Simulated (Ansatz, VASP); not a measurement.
# Cs2AgBiBr6: VASP beside Ansatz

```
Cs Ag Bi Br
1.0
     0.00000    5.85463    5.85463
     5.85463    0.00000    5.85463
     5.85463    5.85463    0.00000
Cs Ag Bi Br
2 1 1 6
Direct
  0.25000 0.25000 0.25000
  0.75000 0.75000 0.75000
  0.50000 0.50000 0.50000
  0.00000 0.00000 0.00000
  0.25131 0.74869 0.25131
  0.25131 0.74869 0.74869
  0.74869 0.25131 0.74869
  0.74869 0.25131 0.25131
  0.25131 0.25131 0.74869
  0.74869 0.74869 0.25131
```

Alike in both runs: task single point; functional PBE; k mesh 4 × 4 × 4; no spin polarisation.

|  | VASP | Ansatz |
| --- | --- | --- |
| version | VASP 6.6.1 | Ansatz 0.2.0 |
| potentials or method | VASP PAW PBE potentials, release 64 (Cs_sv, Ag, Bi_d, Br) | plane waves, PAW |
| plane-wave cutoff (eV) | 520 | 420 |
| occupations | gaussian, width 0.01 eV | fixed |
| valence electrons in the cell | 86 | 94 |

VASP gave:

* gap on the k mesh at the Fermi level (eV): 1.38
* pressure (GPa): -1.2
* rms of the force components (eV/Å): 0.070

Q: What did Ansatz give for the same quantities?

A: gap on the k mesh at the Fermi level (eV): 1.38; pressure (GPa): -1.2; rms of the force components (eV/Å): 0.071.

Atom by atom the forces differ by 0.001 eV/Å (rms over components). VASP's potentials hold 86 valence electrons a cell and Ansatz's 94, so a difference there can come from the potentials and not from the codes.

Neither program's run includes spin-orbit coupling.
